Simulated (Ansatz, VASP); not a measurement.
Cu3O2: VASP beside Ansatz

Contents of INCAR:

```
PREC = Accurate ; ENCUT = 520
EDIFF = 1E-7 ; ISMEAR = 0
SIGMA = 0.15 ; LREAL = False
LASPH = True ; NELM = 80
ALGO = Normal ; ISIF = 2
LWAVE = False ; LCHARG = False
GGA = CA ; NBANDS = 30
```

The input KPOINTS:

```
Automatic mesh
0
Gamma
  14 14 14
```

The input POSCAR:

```
Cu3O2
1.0
   -1.9745500000      1.9745500000      3.3971000000
    1.9745500000     -1.9745500000      3.3971000000
    1.9745500000      1.9745500000     -3.3971000000
Cu O
3 2
Direct
    0.2500000000      0.7500000000      0.5000000000
    0.7500000000      0.2500000000      0.5000000000
    0.0000000000      0.0000000000      0.0000000000
    0.0000000000      0.5000000000      0.5000000000
    0.5000000000      0.0000000000      0.5000000000
```

Input for Ansatz:

```yaml
crystal:
  lattice:
    - [-1.97455, 1.97455, 3.3971]
    - [1.97455, -1.97455, 3.3971]
    - [1.97455, 1.97455, -3.3971]
  atoms:
    - { symbol: Cu, position: [0.25, 0.75, 0.5] }
    - { symbol: Cu, position: [0.75, 0.25, 0.5] }
    - { symbol: Cu, position: [0.0, 0.0, 0.0] }
    - { symbol: O, position: [0.0, 0.5, 0.5] }
    - { symbol: O, position: [0.5, 0.0, 0.5] }
basis:
  ecutwfc: 520.0
kpoints:
  mp_grid: { grid: [14, 14, 14] }
hamiltonian:
  xc: lda
  pseudopotentials: { kind: paw, azcp: { folder: soft_1 } }
scf:
  occupations: { method: gaussian, width: 0.15 }
output:
  forces: true
  stress: true
  eigenvalues: true
```

Alike in both runs: task single point; functional LDA; k mesh 14 × 14 × 14; occupations gaussian, width 0.15 eV; no spin polarisation.

|  | VASP | Ansatz |
| --- | --- | --- |
| version | VASP 6.6.1 | Ansatz 0.2.0 |
| potentials or method | VASP PAW LDA potentials, release 64 (Cu, O), cutoff 520 eV | scalar-relativistic, plane waves, PAW |
| valence electrons in the cell | 45 | 69 |

|  | VASP | Ansatz | Ansatz less VASP |
| --- | --- | --- | --- |
| gap on the k mesh at the Fermi level (eV) | none | none | - |
| pressure (GPa) | 17.9 | 15.9 | -1.98 |
| traceless stress, the component that is largest in VASP (GPa) | 28.17 | 25.46 | -2.711 |

Ansatz warns that its potentials were made for another functional, while VASP's fit it. LDA's correlation is that of Perdew and Zunger in VASP and of Perdew and Wang (1992) in Ansatz. A gap of «none» marks a metal or a gap that the smearing closes. VASP's potentials hold 45 valence electrons a cell and Ansatz's 69, so a difference there can come from the potentials and not from the codes.
